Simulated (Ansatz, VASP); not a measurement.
# AlCrBN2: VASP beside Ansatz

```
Al Cr B N
1.0
     3.65749    0.00000    0.00000
     0.00000    3.65749    0.00000
     0.00000    0.00000    4.24448
Al Cr B N
1 1 1 2
Direct
  0.50000 0.50000 0.50000
  0.00000 0.00000 0.00000
  0.50000 0.50000 0.00000
  0.50000 0.00000 0.50000
  0.00000 0.50000 0.50000
```

Change from the starting cell: species swapped into the ErBPd2Rh type (P4/mmm, No. 123).

Alike in both runs: functional PBE; k mesh 10 × 10 × 10; occupations gaussian, width 0.1 eV; collinear spin.

Ansatz relaxed the structure, and its values are those at the end. VASP's run is a single point on that final structure, the one shown.

```csv
,VASP,Ansatz
version,VASP 6.6.1,Ansatz 0.2.0
potentials or method,"VASP PAW PBE potentials, release 64 (Al, Cr_pv, B, N), cutoff 520 eV","scalar-relativistic, plane waves, PAW"
valence electrons in the cell,28,30
```

```tsv
	VASP	Ansatz	Ansatz less VASP
gap on the k mesh at the Fermi level (eV)	none	none	-
pressure (GPa)	0.0	0.0	-0.02
net moment per atom (μB)	0.50	0.50	-0.002
size of the moment on the site where the two differ most (μB)	3.25	3.13	-0.123
```

Site moments also hang on the region over which each program counts them. A gap of «none» marks a metal or a gap that the smearing closes. With one functional, cell and mesh, what is left measures potentials, basis and numerics. VASP's potentials hold 28 valence electrons a cell and Ansatz's 30, so a difference there can come from the potentials and not from the codes.
